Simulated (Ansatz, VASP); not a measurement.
## Ti: VASP beside Ansatz

```
CELL_PARAMETERS angstrom
0.00000 2.02321 2.02321
2.02321 0.00000 2.02321
2.02321 2.02321 0.00000
ATOMIC_POSITIONS crystal
Ti 0.00000 0.00000 0.00000
```

Change from the starting cell: volume scaled by 0.99, PAW files.

Alike in both runs: task electric field gradients; functional LDA; k mesh 14 × 14 × 14; occupations fermi-dirac, width 0.05 eV; no spin polarisation.

|  | VASP | Ansatz |
| --- | --- | --- |
| version | VASP 6.6.1 | Ansatz 0.2.0 |
| potentials or method | VASP PAW LDA potentials, release 64 (Ti_sv) | PAW with Ansatz's default frozen-core files, scalar-relativistic |
| plane-wave cutoff (eV) | 520 | 420 |
| valence electrons in the cell | 12 | 12 |

|  | VASP | Ansatz | Ansatz less VASP |
| --- | --- | --- | --- |
| pressure (GPa) | -3.9 | -3.8 | +0.13 |

LDA's correlation is that of Perdew and Zunger in VASP and of Perdew and Wang (1992) in Ansatz.
